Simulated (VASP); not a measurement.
A run of VASP 6.6.1 is set up as follows.

POSCAR

```
Al
1.0
    2.8465581113      0.0000000000      0.0000000000
   -1.4232790557      2.4651916378      0.0000000000
    0.0000000000      0.0000000000      4.5631896711
Al
2
Direct
    0.6666666667      0.3333333333      0.7500000000
    0.3333333333      0.6666666667      0.2500000000
```

Contents of INCAR.step1:

```
SYSTEM = Al
ALGO = Normal ; EDIFF = 1E-4
ENCUT = 520 ; GGA = PE
ISMEAR = 0 ; LASPH = .TRUE.
LCHARG = .FALSE. ; LREAL = .FALSE.
LWAVE = .TRUE. ; NBANDS = 10
NELM = 100 ; PREC = Accurate
SIGMA = 0.15
```

INCAR.step2

```
SYSTEM = Al
ALGO = Normal ; EDIFF = 1E-7
ENCUT = 520 ; ISIF = 2
ISMEAR = 0 ; ISTART = 1
LASPH = .TRUE. ; LCHARG = .FALSE.
LMIXTAU = .TRUE. ; LREAL = .FALSE.
LWAVE = .FALSE. ; METAGGA = R2SCAN
NBANDS = 10 ; NELM = 100
PREC = Accurate ; SIGMA = 0.15
```

File KPOINTS:

```
k-points
0
G
  30 30 14
  0 0 0
```

Potentials or basis: VASP PAW PBE potentials, release 64 (Al).

Launch:

```sh
$ cat potpaw_PBE.64/Al/POTCAR > POTCAR
$ cp INCAR.step1 INCAR
$ mpirun -np 1 vasp_std > vasp.out
$ cp INCAR.step2 INCAR
$ mpirun -np 1 vasp_std > vasp.out
```

Problem. Predict the band gap on the k mesh.

Solution. Zero (bands 3 and 4 overlap by 8.24 eV).

Problem. Estimate the pressure.

Solution. -0.3 GPa.

Stress tensor (GPa, compression positive):
```
-0.94  0.00  0.00
 0.00 -0.94  0.00
 0.00  0.00  1.08
```

Caveat: the PAW data sets were made with another functional, which shifts forces and pressure a little.
